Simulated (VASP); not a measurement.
SnTe, 2 atoms in the cell. The structure is cubic, space group Fm-3m (No. 225). Conventional cell: a = 6.376 Å, b = 6.376 Å, c = 6.376 Å, α = 90.00°, β = 90.00°, γ = 90.00°. Within 4.2 Å of Sn (site symmetry m-3m) lie 6 Te at 3.19 Å. Te (site symmetry m-3m) has 6 Sn at 3.19 Å within 4.2 Å.  This cell differs from its parent crystal: strained.

| Quantity | Value |
| --- | --- |
| Program | VASP 6.6.1 |
| Task | single point |
| Functional | PBE |
| Potentials or basis | VASP PAW PBE potentials, release 64 (Sn_d, Te) |
| Cutoff | 520 eV |
| k mesh | 10 × 10 × 10 |
| Occupations | gaussian, width 0.05 eV |
| Spin | no spin polarisation |
| Dipole correction | no |
| Further INCAR settings | ALGO = Normal; EDIFF = 1e-06; NBANDS = 17 |

Potentials or basis: VASP PAW PBE potentials, release 64 (Sn_d, Te).

Launch:

```sh
$ cat potpaw_PBE.64/Sn_d/POTCAR potpaw_PBE.64/Te/POTCAR > POTCAR
$ mpirun -np 1 vasp_std > vasp.out
```

Hardware: 1 thread of Intel(R) Xeon(R) 6975P-C (Granite Rapids), with other jobs on the host.

Problem. Estimate the wall time of this run.

Solution. Wall time 27 s on 1 thread of Intel(R) Xeon(R) 6975P-C (Granite Rapids), on a shared host, peak memory 0.23 GiB. Counts: scf iterations 12, k points 47.
